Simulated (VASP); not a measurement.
The system is ZnSe (Stilleite).

```
CELL_PARAMETERS angstrom
0.00000 2.81478 2.81478
2.81478 0.00000 2.81478
2.81478 2.81478 0.00000
ATOMIC_POSITIONS crystal
Se 0.75000 0.75000 0.75000
Zn 0.00000 0.00000 0.00000
```

Program: VASP 6.6.1. Alike in all runs: task single point; no spin polarisation; cell as given; k mesh 8 × 8 × 8; cutoff (eV) 520; smearing fermi-dirac 0.05 eV.

Order these runs on this cell by their band gap on the k mesh, lowest first.
A. level LDA; potentials or basis VASP PAW LDA potentials, release 64 (Se, Zn)
B. level PBE; potentials or basis VASP PAW PBE potentials, release 64 (Se, Zn)
C. level r2SCAN+D4; potentials or basis VASP PAW PBE potentials, release 64 (Se, Zn)

A (1.15 eV), B (1.37 eV), C (1.96 eV).
